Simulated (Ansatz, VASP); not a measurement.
**Pd: VASP beside Ansatz**

File INCAR:

```
PREC = Accurate ; ENCUT = 520
EDIFF = 1E-6 ; ISMEAR = -1
SIGMA = 0.05 ; LREAL = False
LASPH = True ; NELM = 150
ALGO = Normal ; ISIF = 2
LWAVE = False ; LCHARG = False
ISPIN = 2 ; MAGMOM = 0.5 -0.5
LORBIT = 11 ; LMAXMIX = 4
GGA = RE ; NBANDS = 21
```

KPOINTS

```
regular mesh
0
Gamma
  12 12 12
```

The input POSCAR:

```
Pd
1.0
    0.0000000000      2.5980987041      2.5980987041
    2.5980987041      0.0000000000      2.5980987041
    2.5980987041      2.5980987041      0.0000000000
Pd
2
Direct
    0.0000000000      0.0000000000      0.0000000000
    0.5000000000      0.5000000000      0.5000000000
```

Input for Ansatz:

```yaml
crystal:
  lattice:
    - [0.0, 2.5980987041, 2.5980987041]
    - [2.5980987041, 0.0, 2.5980987041]
    - [2.5980987041, 2.5980987041, 0.0]
  atoms:
    - { symbol: Pd, position: [0.0, 0.0, 0.0], spin: 0.5 }
    - { symbol: Pd, position: [0.5, 0.5, 0.5], spin: -0.5 }
hamiltonian:
  xc: revpbe
  pseudopotentials:
    kind: paw
    azcp:
      Pd: "pseudopotentials/Pd.paw.azcp"
basis:
  ecutwfc: 420
  fft_grid_basis: typed
kpoints:
  mp_grid: { grid: [12, 12, 12], shift: [0, 0, 0] }
magnetization:
  spin_polarized: true
scf:
  occupations: { method: fermi_dirac, width: 0.05 }
  lower_state_search: "off"
output:
  stress: true
```

Alike in both runs: task single point; functional revPBE; k mesh 12 × 12 × 12; occupations fermi-dirac, width 0.05 eV; collinear spin.

|  | VASP | Ansatz |
| --- | --- | --- |
| version | VASP 6.6.1 | Ansatz 0.2.0 |
| potentials or method | VASP PAW PBE potentials, release 64 (Pd), cutoff 520 eV | plane waves (420 eV) with PAW, scalar-relativistic |
| valence electrons in the cell | 20 | 36 |

```tsv
	VASP	Ansatz	Ansatz less VASP
pressure (GPa)	4.9	5.2	+0.34
net moment per atom (μB)	0.00	0.00	0.000
```

VASP's potentials were made for PBE, not for revPBE. The functional is the same, so the differences come from potentials, cutoffs and numerics. VASP's potentials hold 20 valence electrons a cell and Ansatz's 36, so a difference there can come from the potentials and not from the codes. Ansatz's warnings: seeded moment not kept.
